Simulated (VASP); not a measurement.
Wanted: the native input for a VASP 6.6.1 run.

- Task: single point
- Functional: PBE
- Potentials or basis: VASP PAW PBE potentials, release 64 (As, F, V_sv)
- Cutoff: 520 eV
- k mesh: 5 × 5 × 3
- Occupations: fermi-dirac, width 0.1 eV
- Spin: no spin polarisation
- Hubbard terms: V d U = 4.0 eV
- Dipole correction: no
- Further INCAR settings: ALGO = Normal; EDIFF = 1e-06; NBANDS = 34

The structure of VAsF lies in POSCAR:

```
VAsF
1.0
    3.3284380000      0.0000000000      0.0000000000
    0.0000000000      3.3284380000      0.0000000000
    0.0000000000      0.0000000000      7.5317970000
As F V
2 2 2
Direct
    0.2500000000      0.2500000000      0.6117000000
    0.7500000000      0.7500000000      0.3883000000
    0.7500000000      0.2500000000      0.0000000000
    0.2500000000      0.7500000000      0.0000000000
    0.2500000000      0.2500000000      0.2558000000
    0.7500000000      0.7500000000      0.7442000000
```

The input as run:

INCAR

```
SYSTEM = VAsF
ALGO = Normal
EDIFF = 1E-6
ENCUT = 520
GGA = PE
ISIF = 2
ISMEAR = -1
LASPH = .True.
LCHARG = .False.
LDAU = .True.
LDAUJ = 0 0 0
LDAUL = -1 -1 2
LDAUPRINT = 1
LDAUTYPE = 2
LDAUU = 0 0 4
LMAXMIX = 4
LREAL = .False.
LWAVE = .False.
NBANDS = 34
NELM = 150
PREC = Accurate
SIGMA = 0.1
```

KPOINTS

```
k-points
0
Gamma
  5 5 3
  0 0 0
```

Potentials or basis: VASP PAW PBE potentials, release 64 (As, F, V_sv).

Launch:

```bash
$ cat potpaw_PBE.64/As/POTCAR potpaw_PBE.64/F/POTCAR potpaw_PBE.64/V_sv/POTCAR > POTCAR
$ mpirun -np 1 vasp_std > vasp.out
```

It gave:

| Property | Result |
| --- | --- |
| Pressure | -2.1 GPa |
| Largest force | 3.804 eV/Å |
| Band gap on the k mesh | zero (band 25 reaches 7.13 eV, above the bottom of band 26 at 6.14 eV) |

Caveat: the k points lie up to 0.38 Å⁻¹ apart; the run has no spin polarisation, though such a crystal can be magnetic; U without spin polarisation on a metal has little footing; forces of over 1 eV/Å act on the atoms, so gaps and moduli don't describe the material at rest.

Run time: 54 s on 1 thread of Intel Xeon 6975P-C, with other jobs on the host, peak memory 0.21 GiB.
